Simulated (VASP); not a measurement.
Here is a VASP 6.6.1 calculation.

INCAR

```
PREC = Accurate
ENCUT = 600
EDIFF = 1E-7
ISMEAR = 0
SIGMA = 0.1
LREAL = False
LASPH = True
NELM = 100
ALGO = Normal
ISIF = 3
LWAVE = False
LCHARG = False
GGA = PE
IBRION = 2
NSW = 100
EDIFFG = -0.01
```

Contents of KPOINTS:

```
regular mesh
0
Gamma
  10 10 6
```

POSCAR

```
Li5Ge
1.0
    4.2884947549      0.0000000000      0.0000000000
    0.0000000000      4.2884947549      0.0000000000
    0.0000000000      0.0000000000      5.9998627673
Li Ge
5 1
Direct
    0.0000000000      0.5000000000      0.2361428128
    0.5000000000      0.0000000000      0.2361428128
    0.0000000000      0.5000000000      0.7638571872
    0.5000000000      0.0000000000      0.7638571872
    0.5000000000      0.5000000000      0.5000000000
    0.0000000000      0.0000000000      0.5000000000
```

Potentials or basis: VASP PAW PBE potentials, release 64 (Li_sv, Ge_d).

Launch:

```console
$ cat potpaw_PBE.64/Li_sv/POTCAR potpaw_PBE.64/Ge_d/POTCAR > POTCAR
$ mpirun -np 1 vasp_std > vasp.out
```

(1) Estimate the space group after relaxing (to 0.05 Å).

(2) What does it give for the relaxed volume?

(3) Predict the relaxed cell.

## Answers

(1) P4/mmm (No. 123).

(2) 17.41 Å³/atom.

(3) a = 3.970 Å, b = 3.970 Å, c = 6.630 Å, α = 90.00°, β = 90.00°, γ = 90.00°.

Caveat: the cutoff is under 1.25 times the usual one of these potentials, so pressure, stress and relaxed cells hold a basis-set (Pulay) error.
